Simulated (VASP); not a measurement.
# GeW: single point with PBE-based global hybrid

GeW:

```
Ge W
1.0
     0.00000    2.57761    2.57761
     2.57761    0.00000    2.57761
     2.57761    2.57761    0.00000
Ge W
1 1
Direct
  0.50000 0.50000 0.50000
  0.00000 0.00000 0.00000
```

```
Program             : VASP 6.6.1
Task                : single point
Functional          : PBE-based global hybrid
Potentials or basis : VASP PAW PBE potentials, release 64 (Ge_d, W_sv)
Cutoff              : 520 eV
k mesh              : 5 × 5 × 5
Occupations         : fermi-dirac, width 0.05 eV
Spin                : no spin polarisation
```

```
Pressure               : -2.0 GPa
Band gap on the k mesh : zero (band 14 reaches 9.57 eV, above the bottom of band 15 at 7.91 eV)
```

Levels at points of the mesh, in eV from the Fermi level:
| k point | band 10 | band 11 | band 12 | band 13 | band 14 | band 15 | band 16 | band 17 | band 18 | band 19 |
| --- | --- | --- | --- | --- | --- | --- | --- | --- | --- | --- |
| (0.00, 0.00, 0.00) | -13.40 | -2.21 | -2.21 | -2.21 | -1.43 | -1.43 | 2.36 | 2.36 | 2.36 | 7.82 |

It took 66 min on 1 thread of AMD EPYC 7R43 64-Core Processor (Zen 3) (shared host), peak memory 0.15 GiB.

Caveat: the k points lie up to 0.42 Å⁻¹ apart; the PAW data sets were made with another functional, which shifts forces and pressure a little; spin-orbit coupling is left out, which moves the levels of the heavy elements.
